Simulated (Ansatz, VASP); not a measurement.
# One calculation of NbP, two programs

```xyz
2
Lattice="0.0000 2.7638 2.7638 2.7638 0.0000 2.7638 2.7638 2.7638 0.0000" Properties=species:S:1:pos:R:3 pbc="T T T"
Nb    0.0000    0.0000    0.0000
P     1.3819    1.3819    1.3819
```

Alike in both runs: task single point; functional r2SCAN; k mesh 14 × 14 × 14; occupations gaussian, width 0.1 eV; no spin polarisation.

|  | VASP | Ansatz |
| --- | --- | --- |
| version | VASP 6.6.1 | Ansatz 0.2.0 |
| potentials or method | VASP PAW PBE potentials, release 64 (Nb_sv, P), cutoff 520 eV | scalar-relativistic, plane waves, PAW |
| valence electrons in the cell | 18 | 18 |

|  | VASP | Ansatz | Ansatz less VASP |
| --- | --- | --- | --- |
| gap on the k mesh at the Fermi level (eV) | none | none | - |
| pressure (GPa) | 2.5 | 2.8 | +0.28 |

VASP's potentials were made for PBE, not for r2SCAN. A gap of «none» marks a metal or a gap that the smearing closes. With one functional, cell and mesh, what is left measures potentials, basis and numerics.
